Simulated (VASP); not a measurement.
**Ga: relaxation of cell and atoms with PBE**

Crystal: Ga.

```
Ga
1.0
     2.25828    0.00000    0.00000
    -1.12914    1.95573    0.00000
     0.00000    0.00000    3.65842
Ga
2
Cartesian
  0.0000 1.3038 0.9146
  1.1291 0.6519 2.7438
```

This isn't the form of Ga at room conditions, which is orthorhombic.

```json
{"Program": "VASP 6.6.1", "Task": "relaxation of cell and atoms", "Functional": "PBE", "Potentials or basis": "VASP PAW PBE potentials, release 64 (Ga_d)", "Cutoff": "600 eV", "k mesh": "19 × 19 × 11", "Occupations": "fermi-dirac, width 0.05 eV", "Spin": "no spin polarisation", "Target pressure": "330 GPa", "Dipole correction": "no", "Further INCAR settings": "ALGO = Normal; EDIFF = 1e-06; IBRION = 2; EDIFFG = -0.005; NSW = 60; ISIF = 3"}
```

```json
{
 "Energy change on relaxing (the run minimises the enthalpy)": "-7.2 meV/atom",
 "Ionic steps": "5",
 "Pressure after relaxing": "330.0 GPa",
 "Band gap on the k mesh": "zero (bands 13 and 14 overlap by 10.06 eV)"
}
```

The path:
```
step  energy change (eV)  largest force (eV/Å)  pressure (GPa)  volume (Å³)
   1              0.0000                0.0000          330.18        16.16
   2             -0.0455                0.0000          328.74        16.17
   3             -0.0441                0.0000          328.96        16.17
   4              0.2056                0.0000          337.62        16.05
   5             -0.0144                0.0000          330.05        16.16
```

Final structure:
```cif
data_structure
_symmetry_space_group_name_H-M 'P 1'
_symmetry_Int_Tables_number 1
_cell_length_a 2.2344
_cell_length_b 2.2344
_cell_length_c 3.7371
_cell_angle_alpha 90.000
_cell_angle_beta 90.000
_cell_angle_gamma 120.000
_cell_volume 16.16
loop_
_atom_site_label
_atom_site_type_symbol
_atom_site_fract_x
_atom_site_fract_y
_atom_site_fract_z
_atom_site_occupancy
Ga1 Ga 0.33333 0.66667 0.25000 1
Ga2 Ga 0.66667 0.33333 0.75000 1
```

Levels at points of the mesh, in eV from the Fermi level:
```csv
k point,band 11,band 12,band 13,band 14,band 15,band 16
"(0.00, 0.00, 0.00)",-16.79,-10.78,-6.32,18.42,19.27,19.27
```

Run time: 3.8 min on 1 thread of Intel(R) Xeon(R) 6975P-C (Granite Rapids) (shared host), peak memory 0.18 GiB.

Caveat: the cell is relaxed towards a set pressure, so the run minimises the enthalpy, not the energy.
